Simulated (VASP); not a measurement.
# FeSi (P2_13) in VASP: further runs

The runs below take FeSi through relaxation of the atoms, single point, relaxation of cell and atoms, with PBE.

Everything below comes from runs of VASP 6.6.1. Logs are shortened: lines on timing, memory, paths and dates and some standing lists are left out, and cuts for length are marked.

## (1) The cell of the first run

The structure is cubic, space group P2_13 (No. 198). Conventional cell: a = 4.492 Å, b = 4.492 Å, c = 4.492 Å, α = 90.00°, β = 90.00°, γ = 90.00°. Within 3.0 Å of Fe (site symmetry 3) lie 7 Si at 2.30 to 2.53 Å and 6 Fe at 2.75 Å. Si (site symmetry 3) has 7 Fe at 2.30 to 2.53 Å and 6 Si at 2.79 Å within 3.0 Å.

## (2) Relaxation of the atoms, PBE (11.33 Å³/atom)

Contents of INCAR:

```
PREC = Accurate ; ENCUT = 520
EDIFF = 1E-7 ; ISMEAR = 0
SIGMA = 0.01 ; LREAL = False
LASPH = True ; NELM = 100
ALGO = Normal ; ISIF = 2
LWAVE = False ; LCHARG = False
GGA = PE ; IBRION = 2
NSW = 50 ; EDIFFG = -0.01
```

Contents of KPOINTS:

```
Automatic mesh
0
Gamma
  8 8 8
```

Contents of POSCAR:

```
FeSi
1.0
    4.4920068611      0.0000000000      0.0000000000
    0.0000000000      4.4920068611      0.0000000000
    0.0000000000      0.0000000000      4.4920068611
Fe Si
4 4
Direct
    0.1359926172      0.1359926172      0.1359926172
    0.3640073828      0.8640073828      0.6359926172
    0.6359926172      0.3640073828      0.8640073828
    0.8640073828      0.6359926172      0.3640073828
    0.8407116672      0.8407116672      0.8407116672
    0.6592883328      0.1592883328      0.3407116672
    0.3407116672      0.6592883328      0.1592883328
    0.1592883328      0.3407116672      0.6592883328
```

Potentials or basis: VASP PAW PBE potentials, release 64 (Fe, Si).

The run is started by

```bash
$ cat potpaw_PBE.64/Fe/POTCAR potpaw_PBE.64/Si/POTCAR > POTCAR
$ mpirun -np 1 vasp_std > vasp.out
```

OUTCAR:

```text
PREC = Accurate
   ENCUT = 520
   EDIFF = 1E-7
   ISMEAR = 0
   LREAL = False
   LASPH = True
   NELM = 100
   ISIF = 2
   GGA = PE
   IBRION = 2
   NSW = 50
   EDIFFG = -0.01

 ion  position               nearest neighbor table
   1  0.136  0.136  0.136-   5 2.30   6 2.33   7 2.33   8 2.33   7 2.53   8 2.53   6 2.53   3 2.75
                             4 2.75   2 2.75   2 2.75   4 2.75   3 2.75
   2  0.364  0.864  0.636-   6 2.30   5 2.33   7 2.33   8 2.33   7 2.53   8 2.53   5 2.53   1 2.75
                             1 2.75   3 2.75   3 2.75   4 2.75   4 2.75
   3  0.636  0.364  0.864-   7 2.30   6 2.33   5 2.33   8 2.33   8 2.53   6 2.53   5 2.53   1 2.75
                             4 2.75   2 2.75   2 2.75   4 2.75   1 2.75
   4  0.864  0.636  0.364-   8 2.30   6 2.33   7 2.33   5 2.33   6 2.53   5 2.53   7 2.53   1 2.75
                             3 2.75   2 2.75   1 2.75   2 2.75   3 2.75
   5  0.841  0.841  0.841-   1 2.30   2 2.33   3 2.33   4 2.33   3 2.53   4 2.53   2 2.53   6 2.79
                             7 2.79   8 2.79   6 2.79   8 2.79   7 2.79
   6  0.659  0.159  0.341-   2 2.30   1 2.33   3 2.33   4 2.33   3 2.53   4 2.53   1 2.53   8 2.79
                             5 2.79   5 2.79   7 2.79   7 2.79   8 2.79
   7  0.341  0.659  0.159-   3 2.30   2 2.33   1 2.33   4 2.33   4 2.53   2 2.53   1 2.53   8 2.79
                             5 2.79   8 2.79   6 2.79   6 2.79   5 2.79
   8  0.159  0.341  0.659-   4 2.30   2 2.33   3 2.33   1 2.33   2 2.53   1 2.53   3 2.53   7 2.79
                             5 2.79   7 2.79   5 2.79   6 2.79   6 2.79

  LATTYP: Found a simple cubic cell.
 ALAT       =     4.4920068611

  Lattice vectors:

 A1 = (   4.4920068611,   0.0000000000,   0.0000000000)
 A2 = (   0.0000000000,   4.4920068611,   0.0000000000)
 A3 = (   0.0000000000,   0.0000000000,   4.4920068611)

Analysis of symmetry for initial positions (statically):
=====================================================================
 Subroutine PRICEL returns:
 Original cell was already a primitive cell.

 Routine SETGRP: Setting up the symmetry group for a
 simple cubic supercell.

 Subroutine GETGRP returns: Found 12 space group operations
 (whereof  3 operations were pure point group operations)
 out of a pool of 48 trial point group operations.

The static configuration has the point symmetry C_3 .
 The point group associated with its full space group is T   .

Analysis of symmetry for dynamics (positions and initial velocities):
=====================================================================
 Subroutine PRICEL returns:
 Original cell was already a primitive cell.

 Routine SETGRP: Setting up the symmetry group for a
 simple cubic supercell.

 Subroutine GETGRP returns: Found 12 space group operations
 (whereof  3 operations were pure point group operations)
 out of a pool of 48 trial point group operations.

The dynamic configuration has the point symmetry C_3 .
 The point group associated with its full space group is T   .

 Subroutine INISYM returns: Found 12 space group operations
 (whereof  3 operations are pure point group operations),
 and found     1 'primitive' translations

----------------------------------------------------------------------------------------

                                     Primitive cell

  volume of cell :      90.6403

  direct lattice vectors                    reciprocal lattice vectors
     4.492006861  0.000000000  0.000000000     0.222617648  0.000000000  0.000000000
     0.000000000  4.492006861  0.000000000     0.000000000  0.222617648  0.000000000
     0.000000000  0.000000000  4.492006861     0.000000000  0.000000000  0.222617648

  length of vectors
     4.492006861  4.492006861  4.492006861     0.222617648  0.222617648  0.222617648

  position of ions in fractional coordinates (direct lattice)
     0.135992617  0.135992617  0.135992617
     0.364007383  0.864007383  0.635992617
     0.635992617  0.364007383  0.864007383
     0.864007383  0.635992617  0.364007383
     0.840711667  0.840711667  0.840711667
     0.659288333  0.159288333  0.340711667
     0.340711667  0.659288333  0.159288333
     0.159288333  0.340711667  0.659288333

  ion indices of the primitive-cell ions
   primitive index   ion index
                 1           1
                 2           2
                 3           3
                 4           4
                 5           5
                 6           6
                 7           7
                 8           8

----------------------------------------------------------------------------------------

 KPOINTS: Automatic mesh

Automatic generation of k-mesh.
 Grid dimensions read from file:
 generate k-points for:    8    8    8

 Generating k-lattice:

  Cartesian coordinates                     Fractional coordinates (reciprocal lattice)
     0.027827206  0.000000000  0.000000000     0.125000000  0.000000000  0.000000000
     0.000000000  0.027827206  0.000000000     0.000000000  0.125000000  0.000000000
     0.000000000  0.000000000  0.027827206     0.000000000  0.000000000  0.125000000

  Length of vectors
     0.027827206  0.027827206  0.027827206

  Shift w.r.t. Gamma in fractional coordinates (k-lattice)
     0.000000000  0.000000000  0.000000000

 Subroutine IBZKPT returns following result:
 ===========================================

 Found     45 irreducible k-points:

 Following reciprocal coordinates:
            Coordinates               Weight
  0.000000  0.000000  0.000000      1.000000
  0.125000  0.000000  0.000000      6.000000
  0.250000  0.000000  0.000000      6.000000
  0.375000  0.000000  0.000000      6.000000
  0.500000  0.000000  0.000000      3.000000
  0.125000  0.125000  0.000000     12.000000
[... 16 lines left out ...]
  0.250000  0.125000  0.125000     24.000000
  0.375000  0.125000  0.125000     24.000000
 [... further k-points ...]
   k-points           NKPTS =     45   k-points in BZ     NKDIM =     45   number of bands    NBANDS=     29
   number of dos      NEDOS =    301   number of ions     NIONS =      8
   total plane-waves  NPLWV =  46656
   dimension x,y,z NGX =    36 NGY =   36 NGZ =   36
   dimension x,y,z NGXF=    72 NGYF=   72 NGZF=   72
   ions per type =               4   4
   NGX,Y,Z   is equivalent  to a cutoff of  13.32, 13.32, 13.32 a.u.
   NGXF,Y,Z  is equivalent  to a cutoff of  26.65, 26.65, 26.65 a.u.
 SYSTEM =  unknown system
   PREC   = accura    normal or accurate (medium, high low for compatibility)
   ISTART =      0    job   : 0-new  1-cont  2-samecut
   ICHARG =      2    charge: 1-file 2-atom 10-const
   ISPIN  =      1    spin polarized calculation?
   LNONCOLLINEAR =      F non collinear calculations
   LSORBIT =      F    spin-orbit coupling
   LASPH  =      T    aspherical Exc in radial PAW
   ENCUT  =  520.0 eV  38.22 Ry    6.18 a.u.   8.35  8.35  8.35*2*pi/ulx,y,z
   NELM   =    100;   NELMIN=  2; NELMDL= -5     # of ELM steps
   EDIFF  = 0.1E-06   stopping-criterion for ELM
   LREAL  =      F    real-space projection
   EDIFFG = -.1E-01   stopping-criterion for IOM
   NSW    =     50    number of steps for IOM
   IBRION =      2    ionic relax: 0-MD 1-quasi-New 2-CG
   NFREE  =      1    steps in history (QN), initial steepest desc. (CG)
   ISIF   =      2    stress and relaxation
   ISYM   =      2    0-nonsym 1-usesym 2-fastsym
   POTIM  = 0.5000    time-step for ionic-motion
   TEBEG  =    0.0;   TEEND  =   0.0 temperature during run
   PSTRESS=    0.0 pullay stress
   NELECT =      48.0000    total number of electrons
   NUPDOWN=      -1.0000    fix difference up-down
   EMIN   =  10.00;   EMAX   =-10.00  energy-range for DOS
   EFERMI =   0.00;   METHOD = LEGACY
   ISMEAR =     0;   SIGMA  =   0.01  broadening in eV -4-tet -1-fermi 0-gaus
   EFERMI_NEDOS =   21; number of points for ismear=-14 and -15
   IALGO  =     38    algorithm
   IMIX   =      4    mixing-type and parameters
     AMIX     =   0.40;   BMIX     =  1.00
     AMIX_MAG =   1.60;   BMIX_MAG =  1.00
  volume/ion in A,a.u.               =      11.33        76.46
  Fermi-wavevector in a.u.,A,eV,Ry     =   1.324488  2.502920 23.868287  1.754270
  Thomas-Fermi vector in A             =   2.454019
   LORBIT       =      0    0 simple, 1 ext, 2 COOP (PROOUT), +10 PAW based schemes
   GGA     = PE    functional components
   LHFCALC =     F    Hartree Fock is set to
   AEXX    =    0.0000 exact exchange contribution
   IVDW    =     0    specifies the selected vdW correction
   LEPSILON=     F    determine dielectric tensor
   LRPA    =     F    only Hartree local field effects (RPA)
 conjugate gradient relaxation of ions
 non-spin polarized calculation
 Gauss-broadening in eV      SIGMA  =   0.01
  energy-cutoff  :      520.00
  volume of cell :       90.64
 maximum number of plane-waves:      2469
 NGX is ok and might be reduce to    36
   NGX = 17   NGY = 17   NGZ = 17

--------------------------------------- Ionic step        1  -------------------------------------------

 number of electron      48.0000005 magnetization

 Free energy of the ion-electron system (eV)
  ---------------------------------------------------
  ext. energy  EPLUGINS =         0.00000000
  ---------------------------------------------------
  free energy    TOTEN  =       -58.73059394 eV

  energy without entropy =      -58.73059394  energy(sigma->0) =      -58.73059394

------------------------ aborting loop because EDIFF is reached ----------------------------------------

  FORCE on cell =-STRESS in cart. coord.  units (eV):
  Direction    XX          YY          ZZ          XY          YZ          ZX
  --------------------------------------------------------------------------------------
  -------------------------------------------------------------------------------------
  Total       -3.5375394     -3.5375394     -3.5375394     -0.0000000     -0.0000000      0.0000000
  in kB      -62.5303171    -62.5303171    -62.5303171     -0.0000000     -0.0000000      0.0000000
  external PRESSURE =     -62.5303171 kB  Pullay stress =       0.0000000 kB
[... 69 lines left out ...]
  energy  without entropy=      -58.7319791782  energy(sigma->0) =      -58.73197918

--------------------------------------- Ionic step        3  -------------------------------------------

 number of electron      47.9999990 magnetization

 Free energy of the ion-electron system (eV)
  ---------------------------------------------------
  ext. energy  EPLUGINS =         0.00000000
  ---------------------------------------------------
  free energy    TOTEN  =       -58.73244366 eV

  energy without entropy =      -58.73244366  energy(sigma->0) =      -58.73244366

 E-fermi :   9.3840     XC(G=0): -12.6520

 val. band max:        9.3396776773   @ k =  -0.1250   0.3750   0.0000
 cond. band min:       9.5017252862   @ k =   0.2500   0.2500   0.0000
 fundamental gap:      0.1620476089
 Fermi energy:         9.3840269183

 k-point     1 :       0.0000    0.0000    0.0000
  band No.  band energies     occupation
      1      -3.6614      2.00000
      2       1.5921      2.00000
      3       1.5921      2.00000
      4       1.5921      2.00000
      5       4.4164      2.00000
      6       4.4164      2.00000
[... 757 lines left out ...]
     28      11.3790      0.00000
     29      11.6722      0.00000

 [... further k-points ...]

------------------------ aborting loop because EDIFF is reached ----------------------------------------

  FORCE on cell =-STRESS in cart. coord.  units (eV):
  Direction    XX          YY          ZZ          XY          YZ          ZX
  --------------------------------------------------------------------------------------
  -------------------------------------------------------------------------------------
  Total       -3.3758930     -3.3758930     -3.3758930      0.0000000      0.0000000      0.0000000
  in kB      -59.6730199    -59.6730199    -59.6730199      0.0000000      0.0000000      0.0000000
  external PRESSURE =     -59.6730199 kB  Pullay stress =       0.0000000 kB
[... 23 lines left out ...]
  FREE ENERGIE OF THE ION-ELECTRON SYSTEM (eV)
  ---------------------------------------------------
  free  energy   TOTEN  =       -58.7324436584 eV

  energy  without entropy=      -58.7324436584  energy(sigma->0) =      -58.73244366

 reached required accuracy - stopping structural energy minimisation
```

It took 2.9 min on 1 thread of Intel Xeon Platinum 8488C (Sapphire Rapids), shared host; peak memory 0.26 GiB.

Results:

```
Free energy                  : -58.7324 eV
Energy gained by relaxing    : 0.2 meV/atom
Ionic steps                  : 3
Pressure after relaxing      : -6.0 GPa
Largest force after relaxing : 0.009 eV/Å
Band gap on the k mesh       : 0.16 eV (least direct gap 0.17 eV)
```

Forces in eV/Å, atoms in the order of the input:
```
Fe  -0.005 -0.005 -0.005
Fe   0.005  0.005 -0.005
Fe  -0.005  0.005  0.005
Fe   0.005 -0.005  0.005
Si   0.004  0.004  0.004
Si  -0.004 -0.004  0.004
Si   0.004 -0.004 -0.004
Si  -0.004  0.004 -0.004
```

The path:
```tsv
step	energy change (eV)	largest force (eV/Å)	pressure (GPa)
1	0.0000	0.0826	-6.25
2	-0.0014	0.0442	-6.10
3	-0.0018	0.0089	-5.97
```

Final structure:
```
Fe Si
1.0
     4.49201    0.00000    0.00000
     0.00000    4.49201    0.00000
     0.00000    0.00000    4.49201
Fe Si
4 4
Cartesian
  0.6065 0.6065 0.6065
  1.6395 3.8855 2.8525
  2.8525 1.6395 3.8855
  3.8855 2.8525 1.6395
  3.7737 3.7737 3.7737
  2.9643 0.7183 1.5277
  1.5277 2.9643 0.7183
  0.7183 1.5277 2.9643
```

Levels at points of the mesh, in eV from the valence-band top:
| k point | band 22 | band 23 | band 24 | band 25 | band 26 | band 27 |
| --- | --- | --- | --- | --- | --- | --- |
| (0.00, 0.00, 0.00) | -0.27 | -0.03 | -0.03 | 0.63 | 0.63 | 0.63 |
| (0.50, 0.00, 0.00) | -0.36 | -0.01 | -0.01 | 0.20 | 0.20 | 1.67 |
| (0.50, 0.50, 0.00) | -0.97 | -0.34 | -0.34 | 0.62 | 0.62 | 1.25 |
| (0.50, 0.50, 0.50) | -0.63 | -0.63 | -0.63 | 0.48 | 0.48 | 0.48 |

A k mesh can miss the band edges. Spin polarisation is off, so any magnetic state and its effect on volume and gap are missing.

(Continued in part 2 of 2.)
